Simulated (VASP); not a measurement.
## MnS (Browneite): single point with PBE

The system is MnS (Browneite).

```
CELL_PARAMETERS angstrom
0.00000 2.52150 2.52150
2.52150 0.00000 2.52150
2.52150 2.52150 0.00000
ATOMIC_POSITIONS crystal
Mn 0.00000 0.00000 0.00000
S 0.25000 0.25000 0.25000
```

This cell differs from its parent crystal: volume scaled by 1.040.

```
Program                : VASP 6.6.1
Task                   : single point
Functional             : PBE
Potentials or basis    : VASP PAW PBE potentials, release 64 (Mn_pv, S)
Cutoff                 : 520 eV
k mesh                 : 10 × 10 × 10
Occupations            : gaussian, width 0.05 eV
Spin                   : no spin polarisation
Dipole correction      : no
Further INCAR settings : ALGO = Normal; EDIFF = 1e-07; NBANDS = 16
```

```json
{"Pressure": "-4.6 GPa"}
```

Levels at points of the mesh, in eV from the Fermi level:
```
           k point  band 7  band 8  band 9  band 10  band 11  band 12
(0.00, 0.00, 0.00)   -4.46   -0.65   -0.65     3.42     3.42     3.42
(0.50, 0.00, 0.00)   -4.20   -0.42   -0.42    -0.24     1.81     1.81
(0.50, 0.50, 0.00)   -3.92   -1.47   -0.15    -0.05     0.30     0.30
```

Wall time 74 s on 1 thread of AMD EPYC 7R13, with other jobs on the host, peak memory 0.14 GiB.

Caveat: the run has no spin polarisation, though such a crystal can be magnetic; semilocal functionals often make such compounds metallic where correlation or magnetic order opens a gap, which also shifts bond lengths. Spin polarisation is off, so any magnetic state and its effect on volume and gap are missing.
